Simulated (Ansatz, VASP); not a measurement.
## One calculation of SrTi, two programs

```
CELL_PARAMETERS angstrom
3.92057 0.00000 0.00000
0.00000 3.92057 0.00000
0.00000 0.00000 3.92057
ATOMIC_POSITIONS crystal
Sr 0.00000 0.00000 0.00000
Ti 0.50000 0.50000 0.50000
```

Alike in both runs: functional PBE; k mesh 14 × 14 × 14; occupations gaussian, width 0.1 eV; no spin polarisation.

Ansatz relaxed the structure, and its values are those at the end. VASP's run is a single point on that final structure, the one shown.

|  | VASP | Ansatz |
| --- | --- | --- |
| version | VASP 6.6.1 | Ansatz 0.2.0 |
| potentials or method | VASP PAW PBE potentials, release 64 (Sr_sv, Ti_sv), cutoff 520 eV | scalar-relativistic, plane waves, PAW |
| valence electrons in the cell | 22 | 22 |

|  | VASP | Ansatz | Ansatz less VASP |
| --- | --- | --- | --- |
| gap on the k mesh at the Fermi level (eV) | none | none | - |
| pressure (GPa) | 0.1 | 0.0 | -0.08 |

A gap of «none» marks a metal or a gap that the smearing closes.
